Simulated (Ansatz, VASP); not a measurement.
## WC in VASP and in Ansatz

File INCAR:

```
PREC = Accurate
ENCUT = 600
EDIFF = 1E-6
ISMEAR = -1
SIGMA = 0.05
LREAL = False
LASPH = True
NELM = 60
ALGO = Normal
ISIF = 3
LWAVE = False
LCHARG = False
GGA = RE
IVDW = 13
IBRION = 2
NSW = 60
EDIFFG = -0.01
```

KPOINTS

```
regular mesh
0
Gamma
  10 10 6
```

POSCAR

```
WC
1.0
    1.6403461100     -2.1180379000      0.0000000000
    1.6403461100      2.1180379000      0.0000000000
    0.0000000000      0.0000000000      4.3094211000
W C
1 1
Direct
    0.5000000000      0.5000000000      0.5000000000
    0.0000000000      0.0000000000      0.0000000000
```

input.yaml

```yaml
crystal:
  lattice:
    - [1.64034611, -2.1180379, 0.0]
    - [1.64034611, 2.1180379, 0.0]
    - [0.0, 0.0, 4.3094211]
  atoms:
    - { symbol: W, position: [0.5, 0.5, 0.5] }
    - { symbol: C, position: [0.0, 0.0, 0.0] }
hamiltonian:
  xc: revpbe
  pseudopotentials: { kind: paw }
  dispersion: d4
kpoints:
  mp_grid: { grid: [10, 10, 6] }
scf:
  occupations: { method: fermi_dirac, width: 0.05 }
output:
  forces: true
  stress: true
  eigenvalues: true
  write_density: true
  write_potential: true
  elf: true
  volumetric_format: npy
relax:
  f_tol: 0.01
  max_steps: 40
  cell: { stress_tol: 0.05 }
```

Alike in both runs: task relaxation of cell and atoms; functional revPBE; dispersion D4; k mesh 10 × 10 × 6; occupations fermi-dirac, width 0.05 eV; no spin polarisation.

|  | VASP | Ansatz |
| --- | --- | --- |
| version | VASP 6.6.1 | Ansatz 0.2.0 |
| potentials or method | VASP PAW PBE potentials, release 64 (W_sv, C) | Ansatz PAW |
| plane-wave cutoff (eV) | 600 | 420 |
| valence electrons in the cell | 18 | 18 |

Ansatz gave:

```
gap on the k mesh at the Fermi level, each at its own relaxed structure (eV) : none
relaxed volume (Å³/atom)                                                     : 11.30
relaxed cell length with the largest relative difference (Å)                 : 2.947
```

Question: Which values does VASP return?

Answer: gap on the k mesh at the Fermi level, each at its own relaxed structure (eV): none; relaxed volume (Å³/atom): 11.32; relaxed cell length with the largest relative difference (Å): 2.950.

VASP's potentials were made for PBE, not for revPBE. A gap of «none» marks a metal or a gap that the smearing closes.

Spin-orbit coupling is off throughout. Noted on VASP's run: the volume moved by over 15 % at a fixed basis, so the end points are rough. Noted on Ansatz's run: the volume moved by over 15 % at a fixed basis, so the end points are rough; the plane-wave basis is chosen anew once the cell has moved, so the energies of steps on either side of that aren't comparable.
